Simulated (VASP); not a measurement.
Input of a VASP 6.6.1 run:

The input INCAR:

```
  PREC = Accurate
  ENCUT = 520
  EDIFF = 1E-6
  ISMEAR = -1
  SIGMA = 0.05
  LREAL = False
  LASPH = True
  NELM = 150
  ALGO = Normal
  ISIF = 2
  LWAVE = False
  LCHARG = False
  ISPIN = 2
  MAGMOM = 0.58 0.01
  LORBIT = 11
  NUPDOWN = 0.6
  LMAXMIX = 4
  GGA = CA
  NBANDS = 24
```

KPOINTS

```
Automatic mesh
0
Gamma
  10 10 10
```

File POSCAR:

```
VRu
1.0
    2.9900000000      0.0000000000      0.0000000000
    0.0000000000      2.9900000000      0.0000000000
    0.0000000000      0.0000000000      2.9900000000
V Ru
1 1
Direct
    0.5000000000      0.5000000000      0.5000000000
    0.0000000000      0.0000000000      0.0000000000
```

Potentials or basis: VASP PAW LDA potentials, release 64 (V_sv, Ru_pv).

The run is started by

```bash
$ cat potpaw_LDA.64/V_sv/POTCAR potpaw_LDA.64/Ru_pv/POTCAR > POTCAR
$ mpirun -np 1 vasp_std > vasp.out
```

(1) Estimate the pressure.

## Answers

(1) -9.9 GPa.

Caveat: the total moment is fixed, so each spin has its own Fermi level.
